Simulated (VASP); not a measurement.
# HF: single point with PBE+D3(BJ)

The system is HF.

```
CELL_PARAMETERS angstrom
6.07679 0.00000 0.00000
0.00000 6.07679 0.00000
0.00000 0.00000 6.07679
ATOMIC_POSITIONS crystal
F 0.90719 0.19680 0.74161
F 0.01254 0.92742 0.00544
F 0.78998 0.87905 0.35665
F 0.17857 0.32709 0.47889
F 0.38930 0.70564 0.06859
F 0.50774 0.16290 0.30855
H 0.02327 0.24209 0.63634
H 0.96906 0.04103 0.89258
H 0.86665 0.88927 0.21768
H 0.31008 0.25147 0.42386
H 0.26468 0.78740 0.02089
H 0.60838 0.03982 0.33953
```

| Item | Value |
| --- | --- |
| Program | VASP 6.6.1 |
| Task | single point |
| Functional | PBE |
| Dispersion | D3(BJ) |
| Potentials or basis | VASP PAW PBE potentials, release 64 (F, H) |
| Cutoff | 520 eV |
| k mesh | 1 × 1 × 1 |
| Occupations | fermi-dirac, width 0.05 eV |
| Spin | no spin polarisation |

| Item | Value |
| --- | --- |
| Pressure | -0.3 GPa |
| Largest force | 0.363 eV/Å |
| Dispersion energy per atom | -0.016 eV |

Forces in eV/Å, atoms in the order of the input:
```
F   -0.072 -0.036  0.079
F    0.000 -0.139  0.183
F   -0.156  0.031  0.144
F   -0.165  0.030  0.127
F   -0.064  0.075 -0.101
F   -0.189  0.103  0.031
H    0.151  0.091 -0.179
H   -0.030  0.062 -0.057
H    0.235 -0.018 -0.275
H    0.233 -0.099 -0.126
H    0.055 -0.073  0.126
H    0.003 -0.028  0.049
```

Stress tensor (GPa, compression positive):
```
-0.48 -0.06  0.01
-0.06 -0.27 -0.04
 0.01 -0.04 -0.20
```

Levels at points of the mesh, in eV from the Fermi level:
```tsv
k point	band 21	band 22	band 23	band 24	band 25	band 26	band 27	band 28
(0.00, 0.00, 0.00)	-2.46	-2.24	-1.29	-1.26	5.52	9.42	9.54	9.72
```

Run time: 27 s on 1 thread of Intel Xeon 8259CL, on a shared host, peak memory 0.32 GiB.

Caveat: the k points lie up to 1.03 Å⁻¹ apart.
